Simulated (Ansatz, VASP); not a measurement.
# HfN in VASP and in Ansatz

```
Hf N
1.0
     0.02184    2.23071    2.29773
     2.33430   -0.02664    2.34621
     2.30751    2.25240    0.00015
Hf N
1 1
Direct
  0.46746 0.53703 0.51403
  0.03254 0.96297 0.98597
```

Change from the starting cell: all atoms moved at random (sigma 0.15 Å), cell strained at random (1 %).

Alike in both runs: task single point; functional r2SCAN; k mesh 12 × 12 × 12; occupations gaussian, width 0.05 eV; no spin polarisation.

```csv
,VASP,Ansatz
version,VASP 6.6.1,Ansatz 0.2.0
potentials or method,"VASP PAW PBE potentials, release 64 (Hf_pv, N), cutoff 520 eV","scalar-relativistic, plane waves, PAW"
valence electrons in the cell,15,31
```

Ansatz gave:

| Property | Result |
| --- | --- |
| gap on the k mesh at the Fermi level (eV) | none |
| pressure (GPa) | -3.5 |
| traceless stress, the component that is largest in VASP (GPa) | -10.74 |
| rms of the force components (eV/Å) | 1.430 |

Task: Estimate VASP's values.

Result: gap on the k mesh at the Fermi level (eV): none; pressure (GPa): -5.7; traceless stress, the component that is largest in VASP (GPa): -10.59; rms of the force components (eV/Å): 1.427.

VASP's potentials were made for PBE, not for r2SCAN. Atom by atom the forces differ by 0.006 eV/Å (rms over components). A gap of «none» marks a metal or a gap that the smearing closes. VASP's potentials hold 15 valence electrons a cell and Ansatz's 31, so a difference there can come from the potentials and not from the codes.

Neither program's run includes spin-orbit coupling.
